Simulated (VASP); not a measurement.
Wanted: the native input for a VASP 6.6.1 run.

| Quantity | Value |
| --- | --- |
| Task | single point |
| Functional | PBE |
| Dispersion | D3(BJ) |
| Potentials or basis | VASP PAW PBE potentials, release 64 (In_d, Sb, H) |
| Cutoff | 520 eV |
| k mesh | 2 × 3 × 1 |
| Occupations | gaussian, width 0.1 eV |
| Spin | no spin polarisation |
| Dipole correction | yes |
| Further INCAR settings | ALGO = Normal; EDIFF = 1e-06; NBANDS = 68 |

The structure of In3Sb3H lies in POSCAR:

```
In3Sb3H
1.0
    9.2586444710      0.0000000000      0.0000000000
    0.0000000000      6.5468502901      0.0000000000
    0.0000000000      0.0000000000     23.3357222355
In Sb H
6 6 2
Direct
    0.2500000000      0.5000000000      0.3428220442
    0.7500000000      0.5000000000      0.3428220442
    0.4986301371      0.0721283287      0.4550638331
   -0.0011518319      0.0727074912      0.4551259613
    0.7492555393      0.4983306707      0.5137936236
    0.2487765462      0.4981503805      0.5144803287
    0.5000000000      0.2500000000      0.3428220442
    0.0000000000      0.2500000000      0.3428220442
    0.7489430176      0.8199730934      0.4307345207
    0.2487161270      0.8190862680      0.4310957776
   -0.0014810848      0.2996978191      0.5591532261
    0.4995036847      0.3000891473      0.5589002292
    0.2232705433      1.2700872620      0.6913419178
    0.2973158343      1.2662079888      0.6780987365
```

One way to write it, as run:

INCAR

```
SYSTEM = In3Sb3H
ALGO = Normal
DIPOL = 0.5 0.5 0.476
EDIFF = 1E-6
ENCUT = 520
GGA = PE
IDIPOL = 3
ISIF = 2
ISMEAR = 0
IVDW = 12
LASPH = .True.
LCHARG = .False.
LDIPOL = .True.
LREAL = .False.
LWAVE = .False.
NBANDS = 68
NELM = 100
PREC = Accurate
SIGMA = 0.1
```

KPOINTS

```
k-points
0
Gamma
  2 3 1
  0 0 0
```

Potentials or basis: VASP PAW PBE potentials, release 64 (In_d, Sb, H).

Run with:

```sh
$ cat potpaw_PBE.64/In_d/POTCAR potpaw_PBE.64/Sb/POTCAR potpaw_PBE.64/H/POTCAR > POTCAR
$ mpirun -np 1 vasp_std > vasp.out
```

It gave:

- Largest force: 0.703 eV/Å
- Band gap on the k mesh: 0.18 eV (least direct gap 0.28 eV)
- Dispersion energy per atom: -0.178 eV

Caveat: spin-orbit coupling is left out, which moves the levels of the heavy elements.

Run time: 19 min on 1 thread of Intel(R) Xeon(R) Platinum 8124M CPU @ 3.00GHz (Skylake/Cascade Lake), with other jobs on the host, peak memory 1.2 GiB.
